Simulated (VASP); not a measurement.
CdSe: single point with LDA

Crystal: CdSe.

```
Cd Se
1.0
     0.00000    2.83512    2.83512
     2.83512    0.00000    2.83512
     2.83512    2.83512    0.00000
Cd Se
1 1
Direct
  0.00000 0.00000 0.00000
  0.50000 0.50000 0.50000
```

This cell differs from its parent crystal: volume scaled by 0.96.

* Program: VASP 6.6.1
* Task: single point
* Functional: LDA
* Potentials or basis: VASP PAW LDA potentials, release 64 (Cd, Se)
* Cutoff: 520 eV
* k mesh: 8 × 8 × 8
* Occupations: fermi-dirac, width 0.05 eV
* Spin: no spin polarisation
* Dipole correction: no
* Further INCAR settings: ALGO = Normal; EDIFF = 1e-07; NBANDS = 16

| Quantity | Value |
| --- | --- |
| Pressure | -3.3 GPa |
| Band gap on the k mesh | zero (band 9 reaches 2.54 eV, above the bottom of band 10 at 1.89 eV) |

Levels at points of the mesh, in eV from the Fermi level:
| k point | band 7 | band 8 | band 9 | band 10 | band 11 | band 12 |
| --- | --- | --- | --- | --- | --- | --- |
| (0.00, 0.00, 0.00) | -0.76 | -0.76 | -0.76 | -0.07 | 8.57 | 8.57 |
| (0.50, 0.00, 0.00) | -5.29 | -0.12 | -0.12 | 2.76 | 5.04 | 5.04 |
| (0.50, 0.50, 0.00) | -4.47 | -2.31 | -2.31 | -0.74 | 5.28 | 9.74 |

It took 8.7 s on 1 thread of Intel(R) Xeon(R) 6975P-C (Granite Rapids) (shared host), peak memory 0.15 GiB.
